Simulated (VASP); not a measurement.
Here is a VASP 6.6.1 calculation.

File INCAR:

```
  PREC = Accurate
  ENCUT = 600
  EDIFF = 1E-6
  ISMEAR = -1
  SIGMA = 0.05
  LREAL = F
  LASPH = T
  NELM = 80
  ALGO = Normal
  ISIF = 3
  LWAVE = F
  LCHARG = F
  GGA = B5
  ALDAX = 1.0
  AGGAX = 1.0
  AGGAC = 1.0
  ALDAC = 0.0
  IVDW = 12
  VDW_S6 = 1.0
  VDW_S8 = 2.6996
  VDW_A1 = 0.4298
  VDW_A2 = 4.2359
  IBRION = 2
  NSW = 80
  EDIFFG = -0.01
```

Contents of KPOINTS:

```
regular mesh
0
Gamma
  7 7 7
```

Contents of POSCAR:

```
K
1.0
    4.3104390000      0.0000000000      0.0000000000
    0.0000000000      4.3104390000      0.0000000000
    0.0000000000      0.0000000000      4.3104390000
K
1
Direct
    0.0000000000      0.0000000000      0.0000000000
```

Potentials or basis: VASP PAW PBE potentials, release 64 (K_sv).

The run is started by

```console
$ cat potpaw_PBE.64/K_sv/POTCAR > POTCAR
$ mpirun -np 1 vasp_std > vasp.out
```

Problem. Estimate the relaxed cell.

Solution. a = 4.071 Å, b = 4.071 Å, c = 4.071 Å, α = 90.00°, β = 90.00°, γ = 90.00°.

Problem. Predict the relaxed volume.

Solution. 67.49 Å³/atom.

Final structure:
```xyz
1
Lattice="4.0714 0.0000 0.0000 0.0000 4.0714 0.0000 0.0000 0.0000 4.0714" Properties=species:S:1:pos:R:3 pbc="T T T"
K     0.0000    0.0000    0.0000
```

Caveat: the volume moved by over 15 % at a fixed basis, so the end points are rough; the PAW data sets were made with another functional, which shifts forces and pressure a little; pairwise dispersion overbinds metals, which lowers pressure and volume.
